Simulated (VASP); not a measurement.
# CdTe: single point with PBEsol

Slab: CdTe, a slab with vacuum.

```
Te Cd
1.0
     4.58866    0.00000    0.00000
     0.00000    4.58866    0.00000
     0.00000    0.00000   26.35635
Te Cd
4 4
Cartesian
  0.0000 2.2943 7.5180
  2.2943 0.0000 10.7752
  0.0000 2.2943 14.0190
  2.2943 0.0000 17.2994
  2.2943 2.2943 9.0458
  0.0000 0.0000 12.3111
  2.2943 2.2943 15.5723
  0.0000 0.0000 18.8844
```

| Property | Result |
| --- | --- |
| Program | VASP 6.6.1 |
| Task | single point |
| Functional | PBEsol |
| Potentials or basis | VASP PAW PBE potentials, release 64 (Te, Cd) |
| Cutoff | 520 eV |
| k mesh | 6 × 6 × 1 |
| Occupations | gaussian, width 0.05 eV |
| Spin | no spin polarisation |

```
Largest force          : 0.027 eV/Å
Band gap on the k mesh : zero (band 36 reaches -1.18 eV, above the bottom of band 37 at -1.20 eV)
```

Forces in eV/Å, atoms in the order of the input:
```
Te   0.000  0.000 -0.022
Te   0.000  0.000 -0.015
Te   0.000  0.000 -0.004
Te   0.000  0.000 -0.010
Cd   0.000  0.000  0.006
Cd   0.000  0.000  0.012
Cd   0.000  0.000  0.005
Cd   0.000  0.000  0.027
```

Levels at points of the mesh, in eV from the Fermi level:
| k point | band 34 | band 35 | band 36 | band 37 | band 38 | band 39 |
| --- | --- | --- | --- | --- | --- | --- |
| (0.00, 0.00, 0.00) | -0.80 | -0.13 | 0.05 | 0.32 | 1.53 | 1.86 |
| (0.50, 0.00, 0.00) | -0.77 | -0.67 | -0.22 | 0.43 | 1.47 | 2.16 |
| (0.00, 0.50, 0.00) | -0.76 | -0.42 | -0.28 | 0.12 | 0.86 | 2.26 |
| (0.50, 0.50, 0.00) | -1.78 | -0.79 | -0.75 | 0.24 | 0.99 | 2.32 |

Wall time 7.9 min on 1 thread of AMD EPYC 9R45 (Zen 5), with other jobs on the host, peak memory 0.7 GiB.

Caveat: the PAW data sets were made with another functional, which shifts forces and pressure a little; spin-orbit coupling is left out, which moves the levels of the heavy elements.
